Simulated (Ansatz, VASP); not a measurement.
# SiC3 in VASP and in Ansatz

```
Si C
1.0
     5.61002    0.00000    0.00000
     0.00000    5.61002    0.00000
     0.00000    0.00000    3.05623
Si C
1 3
Direct
  0.00000 0.00000 0.50000
  0.00000 0.00000 0.00000
  0.50000 0.50000 0.71345
  0.50000 0.50000 0.28655
```

Alike in both runs: functional PBE; k mesh 6 × 6 × 10; occupations gaussian, width 0.02 eV; no spin polarisation.

Ansatz relaxed the structure, and its values are those at the end. VASP's run is a single point on that final structure, the one shown.

```csv
,VASP,Ansatz
version,VASP 6.6.1,Ansatz 0.2.0
potentials or method,"VASP PAW PBE potentials, release 64 (Si, C), cutoff 520 eV","scalar-relativistic, plane waves, PAW"
valence electrons in the cell,16,16
```

|  | VASP | Ansatz | Ansatz less VASP |
| --- | --- | --- | --- |
| gap on the k mesh at the Fermi level (eV) | 1.15 | 1.15 | -0.007 |
| least direct gap on the mesh (eV) | 1.54 | 1.54 | -0.002 |
| pressure (GPa) | 0.0 | 0.0 | +0.01 |
| rms of the force components (eV/Å) | 0.027 | 0.001 | -0.0265 |

With one functional, cell and mesh, what is left measures potentials, basis and numerics.
